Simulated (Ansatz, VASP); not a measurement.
## B3As2N: VASP beside Ansatz

```
N B As
1.0
    -1.57060    1.57060    6.64095
     1.57060   -1.57060    6.64095
     1.57060    1.57060   -6.64095
N B As
1 3 2
Direct
  0.00000 0.00000 0.00000
  0.56370 0.06370 0.50000
  0.25000 0.75000 0.50000
  0.93630 0.43630 0.50000
  0.65747 0.65747 0.00000
  0.34253 0.34253 0.00000
```

Alike in both runs: task single point; functional r2SCAN; k mesh 12 × 12 × 12; no spin polarisation.

|  | VASP | Ansatz |
| --- | --- | --- |
| version | VASP 6.6.1 | Ansatz 0.2.0 |
| potentials or method | VASP PAW PBE potentials, release 64 (N, B, As) | plane waves, PAW |
| plane-wave cutoff (eV) | 520 | 500 |
| occupations | gaussian, width 0.01 eV | fixed |
| valence electrons in the cell | 24 | 44 |

```csv
,VASP,Ansatz,Ansatz less VASP
gap on the k mesh at the Fermi level (eV),0.38,0.38,+0.004
pressure (GPa),0.5,0.0,-0.52
rms of the force components (eV/Å),0.016,0.001,-0.0157
```

VASP's potentials were made for PBE, not for r2SCAN. VASP's potentials hold 24 valence electrons a cell and Ansatz's 44, so a difference there can come from the potentials and not from the codes.
